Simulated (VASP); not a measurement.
**Mg: single point with LDA**

Mg:

```
Mg
1.0
     0.00000    2.46717    2.46717
     2.46717    0.00000    2.46717
     2.46717    2.46717    0.00000
Mg
2
Direct
  0.87500 0.87500 0.87500
  0.12500 0.12500 0.12500
```

This isn't the form of Mg at room conditions, which is hcp.

```
Program             : VASP 6.6.1
Task                : single point
Functional          : LDA
Potentials or basis : VASP PAW LDA potentials, release 64 (Mg)
Cutoff              : 520 eV
k mesh              : 12 × 12 × 12
Occupations         : fermi-dirac, width 0.08 eV
Spin                : no spin polarisation
```

```json
{
 "Pressure": "62.2 GPa",
 "Band gap on the k mesh": "zero (bands 2 and 3 overlap by 8.50 eV)"
}
```

Levels at points of the mesh, in eV from the Fermi level:
| k point | band 1 | band 2 | band 3 | band 4 | band 5 | band 6 | band 7 |
| --- | --- | --- | --- | --- | --- | --- | --- |
| (0.00, 0.00, 0.00) | -8.90 | 6.38 | 6.38 | 6.38 | 7.03 | 7.03 | 7.03 |
| (0.50, 0.00, 0.00) | -4.44 | -4.33 | 5.36 | 5.36 | 5.69 | 5.69 | 9.13 |
| (0.50, 0.50, 0.00) | -2.96 | -2.96 | 1.94 | 1.94 | 3.31 | 3.31 | 15.75 |

Wall time 15 s on 1 thread of AMD EPYC 7R43 64-Core Processor (Zen 3), with other jobs on the host, peak memory 0.11 GiB.

Caveat: the cell stands under pressure.
